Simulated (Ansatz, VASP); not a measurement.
# Two plane-wave programs on Si

```
Si
1.0
     6.85861   -1.90840    0.00196
     6.85861    1.90840    0.00196
    -0.73908    0.00000    6.24714
Si
8
Direct
  0.05526 0.05526 0.87329
  0.94474 0.94474 0.12671
  0.55899 0.55899 0.65324
  0.44101 0.44101 0.34676
  0.21250 0.21250 0.05713
  0.78750 0.78750 0.94287
  0.72705 0.72705 0.58568
  0.27295 0.27295 0.41432
```

Alike in both runs: task single point; functional LDA; k mesh 10 × 10 × 6; occupations gaussian, width 0.01 eV; no spin polarisation.

|  | VASP | Ansatz |
| --- | --- | --- |
| version | VASP 6.6.1 | Ansatz 0.2.0 |
| potentials or method | VASP PAW LDA potentials, release 64 (Si), cutoff 520 eV | scalar-relativistic, plane waves, PAW |
| valence electrons in the cell | 32 | 32 |

|  | VASP | Ansatz | Ansatz less VASP |
| --- | --- | --- | --- |
| gap on the k mesh at the Fermi level (eV) | 0.13 | 0.13 | -0.001 |
| least direct gap on the mesh (eV) | 0.41 | 0.41 | 0.000 |

LDA's correlation is that of Perdew and Zunger in VASP and of Perdew and Wang (1992) in Ansatz.
